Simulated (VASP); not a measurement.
## CdSe: single point with PBE

Wire: CdSe, a wire with vacuum.

```
Cd Se
1.0
     9.00000    0.00000    0.00000
     0.00000    9.30000    0.00000
     0.00000    0.00000    4.80381
Cd Se
1 1
Direct
  0.50000 0.50000 0.98251
  0.50000 0.50000 0.48249
```

```json
{"Program": "VASP 6.6.1", "Task": "single point", "Functional": "PBE", "Potentials or basis": "VASP PAW PBE potentials, release 64 (Cd, Se)", "Cutoff": "520 eV", "k mesh": "1 × 1 × 14", "Occupations": "gaussian, width 0.05 eV", "Spin": "collinear spin, ferromagnetic start", "Starting moments": "[0.5, 0.5] μB"}
```

```
Band gap on the k mesh                                : 0.34 eV, indirect (least direct gap 1.15 eV)
Net moment                                            : 0.00 μB per cell
Valence electrons inside the program's atomic spheres : Cd 10.27; Se 3.86
```

Levels at points of the mesh, in eV from the valence-band top:
Spin up:
```csv
k point,band 6,band 7,band 8,band 9,band 10,band 11,band 12,band 13
"(0.00, 0.00, 0.00)",-7.69,-2.53,-0.81,-0.81,0.34,4.72,5.26,5.30
"(0.00, 0.00, 0.50)",-8.36,-3.84,0.00,0.00,3.56,3.57,5.45,5.82
```
Spin down:
```csv
k point,band 7,band 8,band 9,band 10,band 11,band 12
"(0.00, 0.00, 0.00)",-2.53,-0.81,-0.81,0.34,4.72,5.26
"(0.00, 0.00, 0.50)",-3.84,0.00,0.00,3.56,3.57,5.45
```

Run time: 110 s on 1 thread of Intel(R) Xeon(R) Platinum 8488C (Sapphire Rapids), with other jobs on the host, peak memory 0.57 GiB.
